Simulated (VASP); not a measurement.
Write the native input for VASP 6.6.1 that does the following.

| Property | Result |
| --- | --- |
| Task | single point |
| Functional | PBEsol |
| Potentials or basis | VASP PAW PBE potentials, release 64 (Mn_pv, Si) |
| Cutoff | 520 eV |
| k mesh | 14 × 14 × 14 |
| Occupations | gaussian, width 0.1 eV |
| Spin | collinear spin, ferrimagnetic start |
| Starting moments | [2.36, -0.63, -0.63, 0.0] μB |
| Dipole correction | no |
| Further INCAR settings | ALGO = Normal; EDIFF = 1e-06; NBANDS = 34 |

The structure of Mn3Si lies in POSCAR:

```
Mn3Si
1.0
    0.0000000000      2.7779501565      2.7779501565
    2.7779501565      0.0000000000      2.7779501565
    2.7779501565      2.7779501565      0.0000000000
Mn Si
3 1
Direct
    0.5000000000      0.5000000000      0.5000000000
    0.2500000000      0.2500000000      0.2500000000
    0.7500000000      0.7500000000      0.7500000000
    0.0000000000      0.0000000000      0.0000000000
```

These files were run (other wordings do the same):

INCAR

```
SYSTEM = Mn3Si
ALGO     = Normal         ! electronic algorithm
EDIFF    = 1E-6           ! SCF threshold, eV
ENCUT    = 520            ! plane-wave cutoff, eV
GGA      = PS             ! functional
ISIF     = 2              ! what is computed and relaxed
ISMEAR   = 0              ! smearing method
ISPIN    = 2              ! spin polarisation
LASPH    = .TRUE.         ! aspherical terms in the spheres
LCHARG   = .FALSE.        ! write CHGCAR
LMAXMIX  = 4              ! l up to which the mixer works
LORBIT   = 11             ! projections on sites
LREAL    = .FALSE.        ! projectors in reciprocal space
LWAVE    = .FALSE.        ! write WAVECAR
MAGMOM   = 2.36 -0.63 -0.63 0 ! initial moments
NBANDS   = 34             ! bands
NELM     = 150            ! most SCF steps
PREC     = Accurate       ! precision mode
SIGMA    = 0.1            ! smearing width, eV
```

KPOINTS

```
k-points
0
G
  14 14 14
  0 0 0
```

Potentials or basis: VASP PAW PBE potentials, release 64 (Mn_pv, Si).

Command:

```sh
$ cat potpaw_PBE.64/Mn_pv/POTCAR potpaw_PBE.64/Si/POTCAR > POTCAR
$ mpirun -np 1 vasp_std > vasp.out
```

Results of the run:

The pressure is 1.3 GPa and the net moment is 1.08 μB per cell. The site moments are Mn +2.21, -0.60 (each value once); Si +0.04 μB. The valence electrons inside the program's atomic spheres are Mn 11.96, 12.08 (each value once); Si 1.67.

Caveat: the PAW data sets were made with another functional, which shifts forces and pressure a little.

It took 3.3 min on 1 thread of Intel(R) Xeon(R) 6975P-C (Granite Rapids), with other jobs on the host, peak memory 0.33 GiB.
